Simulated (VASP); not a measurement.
Ta4Ge3, 14 atoms in the cell. Symmetry: I-43d, No. 220, cubic system. Conventional cell: a = 7.843 Å, b = 7.843 Å, c = 7.843 Å, α = 90.00°, β = 90.00°, γ = 90.00°. Within 3.5 Å of Ta (site symmetry 3) lie 6 Ge at 2.69 to 2.74 Å and 5 Ta at 2.94 to 3.40 Å. Ge (site symmetry -4) has 8 Ta at 2.69 to 2.74 Å within 3.5 Å. 

```yaml
Program: VASP 6.6.1
Task: single point
Functional: PBE
Potentials_or_basis: VASP PAW PBE potentials, release 64 (Ta_pv, Ge_d)
Cutoff: 520 eV
k_mesh: 3 × 3 × 3
Occupations: gaussian, width 0.2 eV
Spin: no spin polarisation
Dipole_correction: no
Further_INCAR_settings: ALGO = Fast; EDIFF = 1e-06; NBANDS = 99
```

Potentials or basis: VASP PAW PBE potentials, release 64 (Ta_pv, Ge_d).

Run with:

```bash
$ cat potpaw_PBE.64/Ta_pv/POTCAR potpaw_PBE.64/Ge_d/POTCAR > POTCAR
$ mpirun -np 1 vasp_std > vasp.out
```

Hardware: 1 thread of AMD EPYC 9R45 96-Core Processor (Zen 5), on a shared host.

Task: Estimate the wall time of this run.

Result: Run time: 4.5 min on 1 thread of AMD EPYC 9R45 96-Core Processor (Zen 5), with other jobs on the host, peak memory 0.39 GiB. Counts: scf iterations 32, k points 4.
